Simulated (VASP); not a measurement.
Runs of VASP 6.6.1 on CdTe. The structure is that of space group I-4m2 (No. 119), or close to it. The cells are those of the table. 

| cell | gap on the mesh (eV) | pressure (GPa) |
| --- | --- | --- |
| a = 4.413, b = 4.413, c = 5.232 Å, angles 53.6, 53.6, 72.7°, 2 atoms | 0.40 | -0.2 |
| a = 4.478, b = 4.478, c = 4.660 Å, angles 58.6, 58.6, 62.7°, 2 atoms | (a) | 3.2 |
| a = 4.504, b = 4.504, c = 4.595 Å, angles 59.3, 59.3, 61.3°, 2 atoms | 1.29 | 3.3 |
| a = 4.406, b = 4.406, c = 5.088 Å, angles 54.7, 54.7, 70.5°, 2 atoms | 0.68 | 0.9 |
| a = 4.816, b = 4.816, c = 4.153 Å, angles 64.5, 64.5, 51.1°, 2 atoms | 0.53 | 2.2 |
| a = 4.945, b = 4.945, c = 4.038 Å, angles 65.9, 65.9, 48.2°, 2 atoms | none | 1.6 |
| a = 4.416, b = 4.416, c = 4.924 Å, angles 56.1, 56.1, 67.8°, 2 atoms | (b) | 2.1 |
| a = 4.441, b = 4.441, c = 4.785 Å, angles 57.4, 57.4, 65.2°, 2 atoms | 1.06 | 2.8 |

Alike in all rows: task single point; level r2SCAN; potentials or basis VASP PAW PBE potentials, release 64 (Cd, Te); no spin polarisation; k mesh 8 × 8 × 8; cutoff (eV) 520; smearing gaussian 0.05 eV.

Task: Estimate the missing entries.

Result: (a) 1.20; (b) 0.91.

Caveats: the PAW data sets were made with another functional, which shifts forces and pressure a little; spin-orbit coupling is left out, which moves the levels of the heavy elements; semilocal functionals underestimate gaps, and a narrow one can read as zero (at least some runs); the cell stands under pressure (at least some runs); the stress differs along the axes, from -3 to 5 GPa (at least some runs); the stress differs along the axes, from -6 to 5 GPa (at least some runs).

A k mesh can miss the band edges, and the runs leave out spin-orbit coupling on Cd, Te.

A gap of «none» marks levels without a gap at the run's occupations.
